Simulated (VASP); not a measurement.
A run of VASP 6.6.1 is set up as follows.

File POSCAR:

```
CdS
1.0
    0.0000000000      2.9632110667      2.9632110667
    2.9632110667      0.0000000000      2.9632110667
    2.9632110667      2.9632110667      0.0000000000
Cd S
1 1
Direct
    0.0000000000      0.0000000000      0.0000000000
    0.2500000000      0.2500000000      0.2500000000
```

File INCAR.step1:

```
PREC = Accurate
ENCUT = 600
ISMEAR = -1
SIGMA = 0.02
LREAL = F
LASPH = T
NELM = 100
GGA = PE
ALGO = Normal
EDIFF = 1E-4
LWAVE = T
LCHARG = F
```

INCAR.step2

```
PREC = Accurate
ENCUT = 600
EDIFF = 1E-6
ISMEAR = -1
SIGMA = 0.02
LREAL = F
LASPH = T
NELM = 100
ALGO = Normal
ISIF = 3
LWAVE = F
LCHARG = F
METAGGA = R2SCAN
LMIXTAU = T
IBRION = 2
NSW = 80
EDIFFG = -0.005
ISTART = 1
```

KPOINTS

```
Automatic mesh
0
Gamma
  6 6 6
```

Potentials or basis: VASP PAW PBE potentials, release 64 (Cd, S).

Command:

```bash
$ cat potpaw_PBE.64/Cd/POTCAR potpaw_PBE.64/S/POTCAR > POTCAR
$ cp INCAR.step1 INCAR
$ mpirun -np 1 vasp_std > vasp.out
$ cp INCAR.step2 INCAR
$ mpirun -np 1 vasp_std > vasp.out
```

(1) Predict the relaxed cell.

(2) What does it give for the space group after relaxing (to 0.05 Å)?

## Answers

(1) a = 4.162 Å, b = 4.162 Å, c = 4.162 Å, α = 60.00°, β = 60.00°, γ = 60.00°.

(2) F-43m (No. 216).
